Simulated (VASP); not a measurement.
Write the native input for VASP 6.6.1 that does the following.

- Task: single point
- Functional: r2SCAN
- Potentials or basis: VASP PAW PBE potentials, release 64 (Ba_sv, Ti_sv, O)
- Cutoff: 520 eV
- k mesh: 6 × 6 × 6
- Occupations: fermi-dirac, width 0.1 eV
- Spin: no spin polarisation
- Dipole correction: no
- Further INCAR settings: ALGO = Normal; EDIFF = 1e-07; NBANDS = 51

The system is BaTiO3.

```
Ba Ti O
1.0
     4.01746    4.00646    0.00000
     0.02195    4.01741    4.00645
     4.01746    0.01095    4.00645
Ba Ti O
2 2 6
Direct
  0.00000 0.00000 0.00000
  0.50000 0.50000 0.50000
  0.24265 0.24265 0.24265
  0.74265 0.74265 0.74265
  0.49955 0.00925 0.00925
  0.99955 0.50925 0.50925
  0.00925 0.49955 0.00925
  0.50925 0.99955 0.50925
  0.00925 0.00925 0.49955
  0.50925 0.50925 0.99955
```

These files were run (other wordings do the same):

POSCAR

```
BaTiO3
1.0
    4.0174559900      4.0064587700      0.0000000000
    0.0219544100      4.0174059500      4.0064487600
    4.0174559900      0.0109471800      4.0064487600
Ba Ti O
2 2 6
Direct
    0.0000000000      0.0000000000      0.0000000000
    0.5000000000      0.5000000000      0.5000000000
    0.2426500000      0.2426500000      0.2426500000
    0.7426500000      0.7426500000      0.7426500000
    0.4995500000      0.0092500000      0.0092500000
    0.9995500000      0.5092500000      0.5092500000
    0.0092500000      0.4995500000      0.0092500000
    0.5092500000      0.9995500000      0.5092500000
    0.0092500000      0.0092500000      0.4995500000
    0.5092500000      0.5092500000      0.9995500000
```

INCAR.step1

```
SYSTEM = BaTiO3
  ALGO = Normal
  EDIFF = 1E-4
  ENCUT = 520
  GGA = PE
  ISMEAR = -1
  LASPH = .TRUE.
  LCHARG = .FALSE.
  LREAL = .FALSE.
  LWAVE = .TRUE.
  NBANDS = 51
  NELM = 100
  PREC = Accurate
  SIGMA = 0.1
```

INCAR.step2

```
SYSTEM = BaTiO3
  ALGO = Normal
  EDIFF = 1E-7
  ENCUT = 520
  ISIF = 2
  ISMEAR = -1
  ISTART = 1
  LASPH = .TRUE.
  LCHARG = .FALSE.
  LMIXTAU = .TRUE.
  LREAL = .FALSE.
  LWAVE = .FALSE.
  METAGGA = R2SCAN
  NBANDS = 51
  NELM = 100
  PREC = Accurate
  SIGMA = 0.1
```

KPOINTS

```
k-points
0
G
  6 6 6
  0 0 0
```

Potentials or basis: VASP PAW PBE potentials, release 64 (Ba_sv, Ti_sv, O).

Command:

```bash
$ cat potpaw_PBE.64/Ba_sv/POTCAR potpaw_PBE.64/Ti_sv/POTCAR potpaw_PBE.64/O/POTCAR > POTCAR
$ cp INCAR.step1 INCAR
$ mpirun -np 1 vasp_std > vasp.out
$ cp INCAR.step2 INCAR
$ mpirun -np 1 vasp_std > vasp.out
```

It gave:

```yaml
Pressure: 3.7 GPa
Largest_force: 0.217 eV/Å
Band_gap_on_the_k_mesh: 2.77 eV
```

Caveat: the cell stands under pressure; the PAW data sets were made with another functional, which shifts forces and pressure a little; spin-orbit coupling is left out, which moves the levels of the heavy elements.

Run time: 22 min on 1 thread of Oxide Virtual Turin-like Processor, with other jobs on the host, peak memory 0.37 GiB.
